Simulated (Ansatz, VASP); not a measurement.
# One calculation of Ge, two programs

File INCAR:

```
PREC = Accurate
ENCUT = 520
EDIFF = 1E-6
ISMEAR = -1
SIGMA = 0.05
LREAL = False
LASPH = True
NELM = 80
ALGO = Normal
ISIF = 2
LWAVE = False
LCHARG = True
GGA = CA
LELF = True
LVHAR = True
NBANDS = 36
```

Contents of KPOINTS:

```
regular mesh
0
Gamma
  8 8 4
```

POSCAR

```
Ge
1.0
    4.0501916895      0.0000000000      0.0000000000
   -2.0250958448      3.5075688934      0.0000000000
    0.0000000000      0.0000000000      6.6862218294
Ge
4
Direct
    0.3333333333      0.6666666667      0.9370987500
    0.6666666667      0.3333333333      0.4370987500
    0.3333333333      0.6666666667      0.5629012500
    0.6666666667      0.3333333333      0.0629012500
```

Contents of input.yaml:

```yaml
crystal:
  lattice:
    - [4.0501916895, 0.0, 0.0]
    - [-2.0250958448, 3.5075688934, 0.0]
    - [0.0, 0.0, 6.6862218294]
  atoms:
    - { symbol: Ge, position: [0.3333333333, 0.6666666667, 0.93709875] }
    - { symbol: Ge, position: [0.6666666667, 0.3333333333, 0.43709875] }
    - { symbol: Ge, position: [0.3333333333, 0.6666666667, 0.56290125] }
    - { symbol: Ge, position: [0.6666666667, 0.3333333333, 0.06290125] }
hamiltonian:
  xc: lda
  pseudopotentials: { kind: paw }
kpoints:
  mp_grid: { grid: [8, 8, 4] }
scf:
  occupations: { method: fermi_dirac, width: 0.05 }
output:
  forces: true
  stress: true
  eigenvalues: true
  write_density: true
  write_potential: true
  elf: true
  volumetric_format: npy
```

Alike in both runs: task single point; functional LDA; k mesh 8 × 8 × 4; occupations fermi-dirac, width 0.05 eV; no spin polarisation.

|  | VASP | Ansatz |
| --- | --- | --- |
| version | VASP 6.6.1 | Ansatz 0.2.0 |
| potentials or method | VASP PAW LDA potentials, release 64 (Ge_d) | Ansatz PAW |
| plane-wave cutoff (eV) | 520 | 420 |
| valence electrons in the cell | 56 | 56 |

|  | VASP | Ansatz | Ansatz less VASP |
| --- | --- | --- | --- |
| pressure (GPa) | -4.0 | -4.2 | -0.13 |
| traceless stress, the component that is largest in VASP (GPa) | -0.23 | -0.25 | -0.017 |
| rms of the force components (eV/Å) | 0.011 | 0.013 | +0.0019 |

LDA's correlation is that of Perdew and Zunger in VASP and of Perdew and Wang (1992) in Ansatz. Atom by atom the forces differ by 0.002 eV/Å (rms over components).
